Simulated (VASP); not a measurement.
Al, 2 atoms in the cell. The structure is hexagonal, space group P6_3/mmc (No. 194). Conventional cell: a = 2.812 Å, b = 2.812 Å, c = 4.867 Å, α = 90.00°, β = 90.00°, γ = 120.00°. Al (site symmetry -6m2) has 12 Al at 2.81 to 2.93 Å within 3.7 Å. 

* Program: VASP 6.6.1
* Task: relaxation of cell and atoms
* Functional: revPBE
* Dispersion: D3(BJ)
* Potentials or basis: VASP PAW PBE potentials, release 64 (Al)
* Cutoff: 600 eV
* k mesh: 11 × 11 × 6
* Occupations: fermi-dirac, width 0.05 eV
* Spin: no spin polarisation
* Dipole correction: no
* Further INCAR settings: ALGO = Fast; EDIFF = 1e-06; IBRION = 2; EDIFFG = -0.01; NSW = 60; ISIF = 3

Potentials or basis: VASP PAW PBE potentials, release 64 (Al).

Command:

```bash
$ cat potpaw_PBE.64/Al/POTCAR > POTCAR
$ mpirun -np 1 vasp_std > vasp.out
```

Hardware: 1 thread of Intel Xeon 6975P-C, on a shared host.

Task: Estimate the wall time of this run.

Result: Run time: 36 s on 1 thread of Intel Xeon 6975P-C (shared host), peak memory 0.17 GiB. Counts: scf iterations 38, k points 64, ion steps 8.
